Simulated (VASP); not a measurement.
# Mg32O31 (a cell with a defect) in VASP: a series of runs

The runs below take Mg32O31 (a cell with a defect) through single point, with PBE+D3(BJ).

All numbers are computed with VASP 6.6.1; they aren't measurements. Logs are shortened: lines on timing, memory, paths and dates and some standing lists are left out, and cuts for length are marked.

## Step 1: The cell of the first run

The cell holds a defect, 63 atoms: a = 8.822 Å, b = 8.822 Å, c = 8.822 Å, α = 90.00°, β = 90.00°, γ = 90.00°.

## Step 2: Single point, PBE+D3(BJ)

Input file INCAR:

```
SYSTEM = Mg32O31
PREC = Accurate
ENCUT = 520
EDIFF = 1E-6
ISMEAR = 0
SIGMA = 0.05
LREAL = Auto
LASPH = .TRUE.
NELM = 60
ALGO = Normal
ISIF = 2
LWAVE = .FALSE.
LCHARG = .FALSE.
GGA = PE
IVDW = 12
NBANDS = 162
```

Input file KPOINTS:

```
regular mesh
0
G
  1 1 1
  0 0 0
```

Input file POSCAR:

```
Mg32O31
1.0
    8.8224000000      0.0000000000      0.0000000000
    0.0000000000      8.8224000000      0.0000000000
    0.0000000000      0.0000000000      8.8224000000
Mg O
32 31
Direct
    0.4993718263      0.0002001723     -0.0001878174
    0.7487494333      0.2494911815     -0.0002259022
    0.7492520176     -0.0004149664      0.2497042755
   -0.0007373277      0.0017090588     -0.0002407508
    0.2499658823      0.2495286997     -0.0000298105
    0.4994755395      0.4988424918     -0.0001811299
    0.7471322996      0.7494931085     -0.0001555132
    0.2494286135     -0.0002869967      0.2497640098
    0.4995198585      0.2495529561      0.2491498912
    0.7494153518      0.4994153518      0.2497836190
    0.4994564971      0.0018092583      0.4998755441
    0.7472451941      0.2495651977      0.4998824583
    0.7491923966     -0.0004435301      0.7498818915
   -0.0006712459      0.4972507481     -0.0001229824
    0.2515042392      0.7495182717     -0.0000563339
   -0.0006755531      0.2494890279      0.2476425916
    0.2494615978      0.4993719396      0.2498807581
    0.4992330885      0.7495139645      0.2477421110
   -0.0006938021      0.0085426868      0.4999603283
    0.2516377630      0.2494201124      0.4998690832
    0.4994173921      0.4972878128      0.4998494741
    0.7403589726      0.7494863076      0.4998009612
    0.2494950354     -0.0003579525      0.7500674420
    0.4994357544      0.2495022896      0.7505004307
    0.7493041576      0.4995021763      0.7498669296
   -0.0005544976      0.7496019224      0.2408707381
   -0.0005258206      0.4904392229      0.4999691694
    0.2583147443      0.7495843535      0.5000058941
   -0.0006610446      0.2494449356      0.7521345666
    0.2495362940      0.4994307671      0.7500962323
    0.4993711462      0.7495187251      0.7521048694
   -0.0006270403      0.7494816603      0.7588048604
    0.7494891413      0.2496236852      0.2499820910
   -0.0006106048      0.4990865297      0.2493433760
   -0.0006491431      0.2495367474      0.4998840452
    0.2493047243      0.2495827666      0.2498521944
    0.4993896219      0.4995733587      0.2499446863
    0.7489499456      0.7495619106      0.2494723658
   -0.0006491431      0.0001445185      0.2493149256
    0.4994695321      0.2495953482      0.4999687160
    0.7489080069      0.4990121736      0.4998848386
    0.7494001632      0.2496367202      0.7499067147
   -0.0006314608      0.4991179271      0.7503697407
   -0.0006714726      0.2495995421     -0.0001022398
    0.2498764509      0.7495955749      0.2494371146
    0.4994703255     -0.0003933170      0.2499625952
    0.2498154697      0.4990055994      0.4999147624
    0.4993977829      0.7496012423      0.4998757708
    0.7489683079      0.0000982726      0.4999301777
    0.2493551641      0.2496270856      0.7499076215
    0.4994019768      0.4996511153      0.7498528745
    0.7487893317      0.7496311661      0.7504095258
   -0.0006645584      0.0001907644      0.7505033778
    0.4994744061      0.2496962278     -0.0000787768
    0.7495022896      0.4996655105     -0.0001077938
   -0.0005515506      0.7496975880     -0.0001999456
    0.2499458197      0.0001293299      0.4999094351
    0.2500387650      0.7496605232      0.7504396763
    0.4994888012     -0.0003808487      0.7499459331
    0.2494137650      0.4996907871     -0.0000625680
    0.4993459830      0.7496056629     -0.0000625680
    0.7494230595     -0.0003703074     -0.0001047334
    0.2494499229     -0.0003118199     -0.0000962323
```

Potentials or basis: VASP PAW PBE potentials, release 64 (Mg, O).

Started as:

```sh
$ cat potpaw_PBE.64/Mg/POTCAR potpaw_PBE.64/O/POTCAR > POTCAR
$ mpirun -np 1 vasp_gam > vasp.out
```

OUTCAR:

```text
SYSTEM = Mg32O31
   PREC = Accurate
   ENCUT = 520
   EDIFF = 1E-6
   ISMEAR = 0
   LREAL = Auto
   LASPH = .TRUE.
   NELM = 60
   ISIF = 2
   GGA = PE
   IVDW = 12
 IVDW          = 12

 ion  position               nearest neighbor table
   1  0.499  0.000  1.000-  54 2.20  59 2.20  63 2.20  62 2.21  46 2.21  61 2.21  31 3.11   7 3.11
                            15 3.11  24 3.11  18 3.11   2 3.11   9 3.11   5 3.11  23 3.12  13 3.12
   2  0.749  0.249  1.000-  54 2.20  62 2.20  42 2.20  55 2.21  33 2.21  44 2.21  29 3.11   4 3.11
                            14 3.11  16 3.11  24 3.11   9 3.11   6 3.11   1 3.11  13 3.12   3 3.12
   3  0.749  1.000  0.250-  46 2.20  62 2.20  38 2.21  33 2.21  39 2.21  49 2.21   9 3.12   1 3.12
                             2 3.12   7 3.12   4 3.12  11 3.12  16 3.12  18 3.12  12 3.12  26 3.12
   4  0.999  0.002  1.000-  44 2.19  53 2.20  39 2.20  62 2.20  63 2.21  56 2.22  32 3.08  26 3.08
                            29 3.09  16 3.09   2 3.11   5 3.11  23 3.12  13 3.12   3 3.12   8 3.12
   5  0.250  0.250  1.000-  54 2.20  63 2.20  36 2.20  50 2.21  60 2.21  44 2.21  16 3.11  14 3.11
                            29 3.11   4 3.11   9 3.11   1 3.11   6 3.11  24 3.11   8 3.12  17 3.12
   6  0.499  0.499  1.000-  54 2.20  51 2.21  55 2.21  60 2.21  37 2.21  61 2.21   7 3.11  31 3.11
                            18 3.11   9 3.11   2 3.11  15 3.11  24 3.11   5 3.11  30 3.12  25 3.12
   7  0.747  0.749  1.000-  61 2.19  52 2.20  38 2.20  55 2.20  62 2.21  56 2.23  32 3.08  26 3.08
                            31 3.09  18 3.09   6 3.11   1 3.11   3 3.12  25 3.12  10 3.12  13 3.12
   8  0.249  1.000  0.250-  63 2.20  36 2.20  46 2.21  39 2.21  45 2.21  57 2.21   5 3.12  20 3.12
                            16 3.12   1 3.12   9 3.12  18 3.12  15 3.12  11 3.12   4 3.12  26 3.12
   9  0.500  0.250  0.249-  54 2.20  46 2.21  33 2.21  37 2.21  36 2.21  40 2.21  21 3.11  12 3.11
[... 76 lines left out ...]
  62  0.749  1.000  1.000-   3 2.20   4 2.20   2 2.20  13 2.21   1 2.21   7 2.21
  63  0.249  1.000  1.000-  23 2.20   5 2.20   8 2.20   1 2.20  15 2.21   4 2.21

  LATTYP: Found a simple cubic cell.
 ALAT       =     8.8224000000

  Lattice vectors:

 A1 = (   8.8224000000,   0.0000000000,   0.0000000000)
 A2 = (   0.0000000000,   8.8224000000,   0.0000000000)
 A3 = (   0.0000000000,   0.0000000000,   8.8224000000)

Analysis of symmetry for initial positions (statically):
=====================================================================
 Subroutine PRICEL returns:
 Original cell was already a primitive cell.

 Routine SETGRP: Setting up the symmetry group for a
 simple cubic supercell.

 Subroutine GETGRP returns: Found  1 space group operations
 (whereof  1 operations were pure point group operations)
 out of a pool of 48 trial point group operations.

The static configuration has the point symmetry C_1 .

Analysis of symmetry for dynamics (positions and initial velocities):
[... 225 lines left out ...]
   EFERMI_NEDOS =   21; number of points for ismear=-14 and -15
   IALGO  =     38    algorithm
   IMIX   =      4    mixing-type and parameters
     AMIX     =   0.40;   BMIX     =  1.00
     AMIX_MAG =   1.60;   BMIX_MAG =  1.00
  volume/ion in A,a.u.               =      10.90        73.56
  Fermi-wavevector in a.u.,A,eV,Ry     =   1.168965  2.209023 18.592071  1.366479
  Thomas-Fermi vector in A             =   2.305444
   LORBIT       =      0    0 simple, 1 ext, 2 COOP (PROOUT), +10 PAW based schemes
   GGA     = PE    functional components
   LHFCALC =     F    Hartree Fock is set to
   AEXX    =    0.0000 exact exchange contribution
   IVDW    =    12    specifies the selected vdW correction
   LEPSILON=     F    determine dielectric tensor
   LRPA    =     F    only Hartree local field effects (RPA)
 non-spin polarized calculation
 Gauss-broadening in eV      SIGMA  =   0.05
  energy-cutoff  :      520.00
  volume of cell :      686.69
 maximum number of plane-waves:      9307
 NGX is ok and might be reduce to    70
   NGX = 33   NGY = 33   NGZ = 33

 number of electron     250.0000117 magnetization

 Free energy of the ion-electron system (eV)
  ---------------------------------------------------
  ext. energy  EPLUGINS =         0.00000000
  ---------------------------------------------------
  free energy    TOTEN  =      -366.51793839 eV

  energy without entropy =     -366.51793839  energy(sigma->0) =     -366.51793839

 E-fermi :   4.5016     XC(G=0): -10.3865

 val. band max:        4.1901112743   @ k =   0.0000   0.0000   0.0000
 cond. band min:       6.3111578320   @ k =   0.0000   0.0000   0.0000
 fundamental gap:      2.1210465577
 Fermi energy:         4.5016463851

 k-point     1 :       0.0000    0.0000    0.0000
  band No.  band energies     occupation
      1     -14.4486      2.00000
      2     -13.9384      2.00000
      3     -13.9381      2.00000
      4     -13.8735      2.00000
      5     -13.8732      2.00000
      6     -13.8725      2.00000
[... 129 lines left out ...]
    136       9.5152      0.00000
    137       9.5157      0.00000
 [bands above 137 left out]

------------------------ aborting loop because EDIFF is reached ----------------------------------------

 Edisp (eV)  -16.04158

 E8    (eV) :    -6.2988

  FORCE on cell =-STRESS in cart. coord.  units (eV):
  Direction    XX          YY          ZZ          XY          YZ          ZX
  --------------------------------------------------------------------------------------
  -------------------------------------------------------------------------------------
  Total     -68.84878   -68.84599   -68.84691     0.00176    -0.00046     0.00308
  in kB    -160.63738  -160.63086  -160.63301     0.00411    -0.00107     0.00718
  external pressure =     -160.63 kB  Pullay stress =        0.00 kB

 VOLUME and BASIS-vectors are now :
 -----------------------------------------------------------------------------
  energy-cutoff  :      520.00
  volume of cell :      686.69
      direct lattice vectors                 reciprocal lattice vectors
     8.822400000  0.000000000  0.000000000     0.113347842  0.000000000  0.000000000
     0.000000000  8.822400000  0.000000000     0.000000000  0.113347842  0.000000000
     0.000000000  0.000000000  8.822400000     0.000000000  0.000000000  0.113347842

 POSITION                                       TOTAL-FORCE (eV/Angst)
 -----------------------------------------------------------------------------------
      4.40566      0.00177      8.82074         0.000766      0.000558      0.004831
      6.60577      2.20111      8.82041         0.000574      0.003884      0.004135
      6.61020      8.81874      2.20299         0.002033      0.004859      0.001958
      8.81590      0.01508      8.82028         0.003403      0.008085      0.005722
      2.20530      2.20144      8.82214         0.004201      0.003383     -0.003557
      4.40657      4.40099      8.82080        -0.004650      0.004245      0.005508
[... 55 lines left out ...]
      6.61171      8.81913      8.82148         0.000815     -0.009758     -0.001193
      2.20075      8.81965      8.82155        -0.004897     -0.008968     -0.001145
 -----------------------------------------------------------------------------------
    total drift:                               -0.029662     -0.012488     -0.002583

  FREE ENERGIE OF THE ION-ELECTRON SYSTEM (eV)
  ---------------------------------------------------
  free  energy   TOTEN  =      -382.5595212210 eV

  energy  without entropy=     -382.5595212210  energy(sigma->0) =     -382.55952122
```

It took 5.5 min on 1 thread of Intel Xeon Platinum 8488C (Sapphire Rapids), shared host; peak memory 0.64 GiB.

Results:

```yaml
Free_energy: -382.5595 eV
Pressure: -16.1 GPa
Largest_force: 0.030 eV/Å
Band_gap_on_the_k_mesh: 2.12 eV
Dispersion_energy_per_atom: -0.255 eV
```

Forces on the atoms (eV/Å):
```
Mg   0.001  0.001  0.005
Mg   0.001  0.004  0.004
Mg   0.002  0.005  0.002
Mg   0.003  0.008  0.006
Mg   0.004  0.003 -0.004
Mg  -0.005  0.004  0.006
Mg  -0.002  0.003  0.004
Mg   0.004  0.001 -0.001
Mg  -0.002  0.002  0.003
Mg  -0.004  0.001 -0.001
Mg  -0.002  0.003 -0.002
Mg  -0.005  0.000 -0.001
Mg   0.003  0.006  0.006
Mg   0.002  0.000  0.001
Mg   0.012  0.001 -0.002
Mg   0.000  0.001 -0.003
Mg   0.002  0.001 -0.006
Mg   0.007  0.001 -0.008
Mg   0.001  0.026 -0.004
Mg   0.003  0.007  0.003
Mg  -0.003 -0.004  0.001
Mg  -0.022  0.003  0.000
Mg   0.003  0.005  0.001
Mg  -0.001  0.005  0.003
Mg  -0.002 -0.004  0.006
Mg  -0.003 -0.001 -0.025
Mg   0.000 -0.020 -0.004
Mg   0.030  0.001 -0.004
Mg   0.003  0.006  0.004
Mg   0.001 -0.004 -0.003
Mg   0.000  0.002  0.006
Mg   0.000  0.004  0.029
O   -0.003 -0.003 -0.003
O    0.001  0.012  0.015
O    0.001 -0.001  0.003
O    0.002 -0.002  0.007
O    0.001  0.001  0.004
O    0.015  0.001  0.011
O    0.000 -0.019  0.015
O   -0.006 -0.002 -0.004
O    0.016  0.016  0.003
O    0.003 -0.003 -0.005
O    0.001  0.011 -0.012
O    0.001  0.000 -0.003
O   -0.015  0.001  0.012
O   -0.004 -0.004  0.000
O   -0.009  0.014  0.000
O   -0.003  0.000  0.001
O    0.007 -0.016  0.000
O   -0.001 -0.005 -0.001
O    0.000 -0.001 -0.001
O    0.022 -0.003 -0.016
O    0.001 -0.019 -0.020
O   -0.004 -0.005 -0.001
O   -0.001 -0.001 -0.002
O   -0.004 -0.004  0.003
O   -0.017 -0.011 -0.001
O   -0.021 -0.004 -0.014
O   -0.005 -0.005 -0.006
O   -0.007 -0.005 -0.003
O    0.003  0.000  0.000
O    0.001 -0.010 -0.001
O   -0.005 -0.009 -0.001
```

Caveat: the k points lie up to 0.71 Å⁻¹ apart.

[end of part 1 of 2]
